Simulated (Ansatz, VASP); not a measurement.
# One calculation of Au, two programs

```
Au
1.0
     0.00000    2.04193    1.98068
     2.04193    0.00000    1.98068
     2.04193    2.04193    0.00000
Au
1
Cartesian
  0.0000 0.0000 0.0000
```

Change from the starting cell: strain +0.000 along x and y, -0.030 along z, atoms carried along.

Alike in both runs: task single point; functional PBEsol; k mesh 26 × 26 × 26; occupations gaussian, width 0.15 eV; no spin polarisation.

|  | VASP | Ansatz |
| --- | --- | --- |
| version | VASP 6.6.1 | Ansatz 0.2.0 |
| potentials or method | VASP PAW PBE potentials, release 64 (Au), cutoff 520 eV | scalar-relativistic, plane waves, PAW |
| valence electrons in the cell | 11 | 19 |

|  | VASP | Ansatz | Ansatz less VASP |
| --- | --- | --- | --- |
| gap on the k mesh at the Fermi level (eV) | none | none | - |
| pressure (GPa) | 5.4 | 5.7 | +0.32 |
| traceless stress, the component that is largest in VASP (GPa) | 0.70 | 0.69 | -0.006 |

VASP's potentials were made for PBE, not for PBEsol. A gap of «none» marks a metal or a gap that the smearing closes. With one functional, cell and mesh, what is left measures potentials, basis and numerics. VASP's potentials hold 11 valence electrons a cell and Ansatz's 19, so a difference there can come from the potentials and not from the codes.

Spin-orbit coupling is off throughout.
